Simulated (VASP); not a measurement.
# HfN (I4mm) in VASP: further runs, part 2 of 2

VASP 6.6.1.

## (5) Single point, LDA (shortest bond scaled by 0.88)

INCAR

```
PREC = Accurate ; ENCUT = 520
EDIFF = 1E-7 ; ISMEAR = -1
SIGMA = 0.03 ; LREAL = False
LASPH = True ; NELM = 60
ALGO = Normal ; ISIF = 2
LWAVE = False ; LCHARG = True
LELF = True ; LVHAR = True
NBANDS = 14
```

KPOINTS

```
regular mesh
0
Gamma
  9 9 9
```

POSCAR

```
HfN
1.0
    0.0000000000      2.2560000000      2.2560000000
    2.2560000000      0.0000000000      2.2560000000
    2.2560000000      2.2560000000      0.0000000000
Hf N
1 1
Direct
   -0.0300000000     -0.0300000000      0.0300000000
    0.5300000000      0.5300000000      0.4700000000
```

Potentials or basis: VASP PAW LDA potentials, release 64 (Hf_pv, N).

Launch:

```sh
> cat potpaw_LDA.64/Hf_pv/POTCAR potpaw_LDA.64/N/POTCAR > POTCAR
> mpirun -np 1 vasp_std > vasp.out
```

OUTCAR:

```text
PREC = Accurate
   ENCUT = 520
   EDIFF = 1E-7
   ISMEAR = -1
   LREAL = False
   LASPH = True
   NELM = 60
   ISIF = 2

 ion  position               nearest neighbor table
   1  0.970  0.970  0.030-   2 1.99   2 2.27   2 2.27   2 2.27   2 2.27   2 2.53
   2  0.530  0.530  0.470-   1 1.99   1 2.27   1 2.27   1 2.27   1 2.27   1 2.53

  LATTYP: Found a face centered cubic cell.
 ALAT       =     4.5120000000

  Lattice vectors:

 A1 = (   0.0000000000,   2.2560000000,   2.2560000000)
 A2 = (   2.2560000000,   0.0000000000,   2.2560000000)
 A3 = (   2.2560000000,   2.2560000000,   0.0000000000)

Analysis of symmetry for initial positions (statically):
=====================================================================
 Subroutine PRICEL returns:
 Original cell was already a primitive cell.

 Routine SETGRP: Setting up the symmetry group for a
 face centered cubic supercell.

 Subroutine GETGRP returns: Found  8 space group operations
 (whereof  8 operations were pure point group operations)
 out of a pool of 48 trial point group operations.

The static configuration has the point symmetry C_4v.

Analysis of symmetry for dynamics (positions and initial velocities):
[... 176 lines left out ...]
     10       8.9476      0.00000
     11      10.0622      0.00000
     12      10.2242      0.00000
     13      11.5860      0.00000
     14      17.7146      0.00000
[... 377 lines left out ...]
      1     -23.3205      2.00000
      2     -22.7910      2.00000
      3     -22.7688      2.00000
      4      -7.5209      2.00000
      5       1.1841      2.00000
      6       3.5214      2.00000
      7       3.8464      2.00000
      8       6.2775      2.00000
      9      11.6683      0.00000
     10      11.8177      0.00000
     11      12.4830      0.00000
     12      12.6559      0.00000
     13      17.0953      0.00000
     14      19.7246      0.00000

 [... further k-points ...]

------------------------ aborting loop because EDIFF is reached ----------------------------------------

  FORCE on cell =-STRESS in cart. coord.  units (eV):
  Direction    XX          YY          ZZ          XY          YZ          ZX
  --------------------------------------------------------------------------------------
  -------------------------------------------------------------------------------------
  Total       -1.2299735     -1.2299735      2.7766707      0.0000000      0.0000000      0.0000000
  in kB      -85.8141794    -85.8141794    193.7258927      0.0000000      0.0000000      0.0000000
  external PRESSURE =       7.3658446 kB  Pullay stress =       0.0000000 kB

 VOLUME and BASIS-vectors are now :
 -----------------------------------------------------------------------------
  energy-cutoff  :      520.00
  volume of cell :       22.96
      direct lattice vectors                 reciprocal lattice vectors
     0.000000000  2.256000000  2.256000000    -0.221631206  0.221631206  0.221631206
     2.256000000  0.000000000  2.256000000     0.221631206 -0.221631206  0.221631206
     2.256000000  2.256000000  0.000000000     0.221631206  0.221631206 -0.221631206

 POSITION                                       TOTAL-FORCE (eV/Angst)
 -----------------------------------------------------------------------------------
      2.25600      2.25600      4.37664         0.000000      0.000000      3.422200
      2.25600      2.25600      2.39136         0.000000      0.000000     -3.422200
 -----------------------------------------------------------------------------------
    total drift:                                0.000000      0.000000      0.000066

  FREE ENERGIE OF THE ION-ELECTRON SYSTEM (eV)
  ---------------------------------------------------
  free  energy   TOTEN  =       -23.4160270509 eV

  energy  without entropy=      -23.4143070670  energy(sigma->0) =      -23.41516706
```

Wall time 16 s (1 thread of AMD EPYC 7R13 (Zen 3), shared host); peak memory 0.11 GiB.

Results:

| Quantity | Value |
| --- | --- |
| Free energy | -23.4160 eV |
| Pressure | 0.7 GPa |
| Largest force | 3.422 eV/Å |

Forces in eV/Å, atoms in the order of the input:
```
Hf   0.000  0.000  3.422
N    0.000  0.000 -3.422
```

Levels at points of the mesh, in eV from the Fermi level:
| k point | band 4 | band 5 | band 6 | band 7 | band 8 | band 9 | band 10 | band 11 | band 12 | band 13 |
| --- | --- | --- | --- | --- | --- | --- | --- | --- | --- | --- |
| (0.00, 0.00, 0.00) | -17.17 | -3.80 | -3.80 | -3.72 | -0.22 | 0.80 | 0.80 | 1.92 | 2.08 | 3.44 |

Caveat: the cell differs from its parent crystal (shortest bond scaled by 0.88); spin-orbit coupling is left out, which moves the levels of the heavy elements; forces of over 1 eV/Å act on the atoms, so gaps and moduli don't describe the material at rest.

## (6) Single point, LDA (shortest bond scaled by 0.82)

INCAR

```
PREC = Accurate ; ENCUT = 520
EDIFF = 1E-7 ; ISMEAR = -1
SIGMA = 0.03 ; LREAL = F
LASPH = T ; NELM = 60
ALGO = Normal ; ISIF = 2
LWAVE = F ; LCHARG = F
GGA = CA ; NBANDS = 14
```

KPOINTS

```
Automatic mesh
0
Gamma
  9 9 9
```

POSCAR

```
HfN
1.0
    0.0000000000      2.2560000000      2.2560000000
    2.2560000000      0.0000000000      2.2560000000
    2.2560000000      2.2560000000      0.0000000000
Hf N
1 1
Direct
   -0.0450000000     -0.0450000000      0.0450000000
    0.5450000000      0.5450000000      0.4550000000
```

Potentials or basis: VASP PAW LDA potentials, release 64 (Hf_pv, N).

Launch:

```sh
> cat potpaw_LDA.64/Hf_pv/POTCAR potpaw_LDA.64/N/POTCAR > POTCAR
> mpirun -np 1 vasp_std > vasp.out
```

OUTCAR:

```text
PREC = Accurate
   ENCUT = 520
   EDIFF = 1E-7
   ISMEAR = -1
   LREAL = F
   LASPH = T
   NELM = 60
   ISIF = 2
   GGA = CA

 ion  position               nearest neighbor table
   1  0.955  0.955  0.045-   2 1.85   2 2.29   2 2.29   2 2.29   2 2.29   2 2.66
   2  0.545  0.545  0.455-   1 1.85   1 2.29   1 2.29   1 2.29   1 2.29   1 2.66

  LATTYP: Found a face centered cubic cell.
 ALAT       =     4.5120000000

  Lattice vectors:

 A1 = (   0.0000000000,   2.2560000000,   2.2560000000)
 A2 = (   2.2560000000,   0.0000000000,   2.2560000000)
 A3 = (   2.2560000000,   2.2560000000,   0.0000000000)

Analysis of symmetry for initial positions (statically):
=====================================================================
 Subroutine PRICEL returns:
 Original cell was already a primitive cell.

 Routine SETGRP: Setting up the symmetry group for a
 face centered cubic supercell.

 Subroutine GETGRP returns: Found  8 space group operations
 (whereof  8 operations were pure point group operations)
 out of a pool of 48 trial point group operations.

The static configuration has the point symmetry C_4v.

Analysis of symmetry for dynamics (positions and initial velocities):
=====================================================================
 Subroutine PRICEL returns:
 Original cell was already a primitive cell.

 Routine SETGRP: Setting up the symmetry group for a
 face centered cubic supercell.

 Subroutine GETGRP returns: Found  8 space group operations
 (whereof  8 operations were pure point group operations)
 out of a pool of 48 trial point group operations.

The dynamic configuration has the point symmetry C_4v.

 Subroutine INISYM returns: Found  8 space group operations
 (whereof  8 operations are pure point group operations),
 and found     1 'primitive' translations

----------------------------------------------------------------------------------------

                                     Primitive cell

  volume of cell :      22.9640

  direct lattice vectors                    reciprocal lattice vectors
     0.000000000  2.256000000  2.256000000    -0.221631206  0.221631206  0.221631206
     2.256000000  0.000000000  2.256000000     0.221631206 -0.221631206  0.221631206
     2.256000000  2.256000000  0.000000000     0.221631206  0.221631206 -0.221631206

  length of vectors
     3.190465797  3.190465797  3.190465797     0.383876509  0.383876509  0.383876509

  position of ions in fractional coordinates (direct lattice)
     0.955000000  0.955000000  0.045000000
     0.545000000  0.545000000  0.455000000

  ion indices of the primitive-cell ions
   primitive index   ion index
                 1           1
                 2           2

----------------------------------------------------------------------------------------

 KPOINTS: Automatic mesh

Automatic generation of k-mesh.
 Grid dimensions read from file:
 generate k-points for:    9    9    9

 Generating k-lattice:

  Cartesian coordinates                     Fractional coordinates (reciprocal lattice)
    -0.024625690  0.024625690  0.024625690     0.111111111  0.000000000  0.000000000
     0.024625690 -0.024625690  0.024625690     0.000000000  0.111111111  0.000000000
     0.024625690  0.024625690 -0.024625690     0.000000000  0.000000000  0.111111111

  Length of vectors
     0.042652945  0.042652945  0.042652945

  Shift w.r.t. Gamma in fractional coordinates (k-lattice)
[... 36 lines left out ...]
   total plane-waves  NPLWV =  13824
   dimension x,y,z NGX =    24 NGY =   24 NGZ =   24
   dimension x,y,z NGXF=    48 NGYF=   48 NGZF=   48
   ions per type =               1   1
   NGX,Y,Z   is equivalent  to a cutoff of  12.51, 12.51, 12.51 a.u.
   NGXF,Y,Z  is equivalent  to a cutoff of  25.01, 25.01, 25.01 a.u.
 SYSTEM =  unknown system
   PREC   = accura    normal or accurate (medium, high low for compatibility)
   ISTART =      0    job   : 0-new  1-cont  2-samecut
   ICHARG =      2    charge: 1-file 2-atom 10-const
   ISPIN  =      1    spin polarized calculation?
   LNONCOLLINEAR =      F non collinear calculations
   LSORBIT =      F    spin-orbit coupling
   LASPH  =      T    aspherical Exc in radial PAW
   ENCUT  =  520.0 eV  38.22 Ry    6.18 a.u.   5.93  5.93  5.93*2*pi/ulx,y,z
   NELM   =     60;   NELMIN=  2; NELMDL= -5     # of ELM steps
   EDIFF  = 0.1E-06   stopping-criterion for ELM
   LREAL  =      F    real-space projection
   EDIFFG = 0.1E-05   stopping-criterion for IOM
   NSW    =      0    number of steps for IOM
   IBRION =     -1    ionic relax: 0-MD 1-quasi-New 2-CG
   NFREE  =      0    steps in history (QN), initial steepest desc. (CG)
   ISIF   =      2    stress and relaxation
   ISYM   =      2    0-nonsym 1-usesym 2-fastsym
   POTIM  = 0.5000    time-step for ionic-motion
   TEBEG  =    0.0;   TEEND  =   0.0 temperature during run
   PSTRESS=    0.0 pullay stress
   NELECT =      15.0000    total number of electrons
   NUPDOWN=      -1.0000    fix difference up-down
   EMIN   =  10.00;   EMAX   =-10.00  energy-range for DOS
   EFERMI =   0.00;   METHOD = LEGACY
   ISMEAR =    -1;   SIGMA  =   0.03  broadening in eV -4-tet -1-fermi 0-gaus
   EFERMI_NEDOS =   21; number of points for ismear=-14 and -15
   IALGO  =     38    algorithm
   IMIX   =      4    mixing-type and parameters
     AMIX     =   0.40;   BMIX     =  1.00
     AMIX_MAG =   1.60;   BMIX_MAG =  1.00
  volume/ion in A,a.u.               =      11.48        77.48
  Fermi-wavevector in a.u.,A,eV,Ry     =   1.420440  2.684242 27.451783  2.017649
  Thomas-Fermi vector in A             =   2.541355
   LORBIT       =      0    0 simple, 1 ext, 2 COOP (PROOUT), +10 PAW based schemes
   GGA     = CA    functional components
   LHFCALC =     F    Hartree Fock is set to
   AEXX    =    0.0000 exact exchange contribution
   IVDW    =     0    specifies the selected vdW correction
   LEPSILON=     F    determine dielectric tensor
   LRPA    =     F    only Hartree local field effects (RPA)
 non-spin polarized calculation
  energy-cutoff  :      520.00
  volume of cell :       22.96
 maximum number of plane-waves:       628
   NGX = 11   NGY = 11   NGZ = 11

 number of electron      14.9999999 magnetization

 Free energy of the ion-electron system (eV)
  ---------------------------------------------------
  ext. energy  EPLUGINS =         0.00000000
  ---------------------------------------------------
  free energy    TOTEN  =       -22.76449186 eV

  energy without entropy =      -22.76290448  energy(sigma->0) =      -22.76369817

 E-fermi :   8.0963     XC(G=0): -12.9361

 val. band max:        8.0174249057   @ k =  -0.3333   0.2222   0.0000
 cond. band min:       8.1061514027   @ k =   0.2222   0.0000   0.0000
 fundamental gap:      0.0887264969
 Fermi energy:         8.0963453462

 k-point     1 :       0.0000    0.0000    0.0000
  band No.  band energies     occupation
      1     -22.7969      2.00000
      2     -22.4649      2.00000
      3     -22.4649      2.00000
      4      -8.9914      2.00000
      5       3.5935      2.00000
      6       3.5935      2.00000
      7       3.7799      2.00000
      8       8.0123      1.88568
      9       9.8448      0.00000
     10       9.9326      0.00000
     11       9.9326      0.00000
     12      10.3026      0.00000
     13      12.9865      0.00000
     14      17.5160      0.00000
[... 377 lines left out ...]
      1     -23.4234      2.00000
      2     -22.6952      2.00000
      3     -22.6619      2.00000
      4      -7.4101      2.00000
      5       1.0782      2.00000
      6       3.3516      2.00000
      7       3.6101      2.00000
      8       6.2423      2.00000
      9      11.6003      0.00000
     10      11.7000      0.00000
     11      12.7359      0.00000
     12      13.0884      0.00000
     13      17.3522      0.00000
     14      19.8903      0.00000

 [... further k-points ...]

------------------------ aborting loop because EDIFF is reached ----------------------------------------

  FORCE on cell =-STRESS in cart. coord.  units (eV):
  Direction    XX          YY          ZZ          XY          YZ          ZX
  --------------------------------------------------------------------------------------
  -------------------------------------------------------------------------------------
  Total       -1.1012380     -1.1012380      8.7571369      0.0000000      0.0000000      0.0000000
  in kB      -76.8324185    -76.8324185    610.9778132      0.0000000      0.0000000      0.0000000
  external PRESSURE =     152.4376588 kB  Pullay stress =       0.0000000 kB

 VOLUME and BASIS-vectors are now :
 -----------------------------------------------------------------------------
  energy-cutoff  :      520.00
  volume of cell :       22.96
      direct lattice vectors                 reciprocal lattice vectors
     0.000000000  2.256000000  2.256000000    -0.221631206  0.221631206  0.221631206
     2.256000000  0.000000000  2.256000000     0.221631206 -0.221631206  0.221631206
     2.256000000  2.256000000  0.000000000     0.221631206  0.221631206 -0.221631206

 POSITION                                       TOTAL-FORCE (eV/Angst)
 -----------------------------------------------------------------------------------
      2.25600      2.25600      4.30896         0.000000      0.000000      6.446604
      2.25600      2.25600      2.45904         0.000000      0.000000     -6.446604
 -----------------------------------------------------------------------------------
    total drift:                                0.000000      0.000000      0.000297

  FREE ENERGIE OF THE ION-ELECTRON SYSTEM (eV)
  ---------------------------------------------------
  free  energy   TOTEN  =       -22.7644918562 eV

  energy  without entropy=      -22.7629044824  energy(sigma->0) =      -22.76369817
```

It took 16 s on 1 thread of AMD EPYC 7R13 (Zen 3), shared host; peak memory 0.12 GiB.

What came out:

- Free energy: -22.7645 eV
- Pressure: 15.2 GPa
- Largest force: 6.447 eV/Å

Forces in eV/Å, atoms in the order of the input:
```
Hf   0.000  0.000  6.447
N    0.000  0.000 -6.447
```

Caveat: the cell differs from its parent crystal (shortest bond scaled by 0.82); spin-orbit coupling is left out, which moves the levels of the heavy elements; forces of over 1 eV/Å act on the atoms, so gaps and moduli don't describe the material at rest.
